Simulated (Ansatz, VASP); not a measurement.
# Two plane-wave programs on Si4Hg

```
Si Hg
1.0
    -2.24938    2.24938    4.55825
     2.24938   -2.24938    4.55825
     2.24938    2.24938   -4.55825
Si Hg
4 1
Direct
  0.75000 0.25000 0.50000
  0.36859 0.36859 0.00000
  0.63141 0.63141 0.00000
  0.25000 0.75000 0.50000
  0.00000 0.00000 0.00000
```

Change from the starting cell: species swapped into the NaGa4 type (I4/mmm, No. 139).

Alike in both runs: task relaxation of cell and atoms; functional PBE; k mesh 12 × 12 × 12; occupations gaussian, width 0.1 eV; no spin polarisation.

|  | VASP | Ansatz |
| --- | --- | --- |
| version | VASP 6.6.1 | Ansatz 0.2.0 |
| potentials or method | VASP PAW PBE potentials, release 64 (Si, Hg), cutoff 500 eV | scalar-relativistic, plane waves, PAW |
| valence electrons in the cell | 28 | 36 |

```csv
,VASP,Ansatz,Ansatz less VASP
"gap on the k mesh at the Fermi level, each at its own relaxed structure (eV)",none,none,-
relaxed volume (Å³/atom),18.50,18.49,-0.011
relaxed cell length with the largest relative difference (Å),5.544,5.542,-0.0021
```

A gap of «none» marks a metal or a gap that the smearing closes. VASP's potentials hold 28 valence electrons a cell and Ansatz's 36, so a difference there can come from the potentials and not from the codes.

Neither program's run includes spin-orbit coupling.
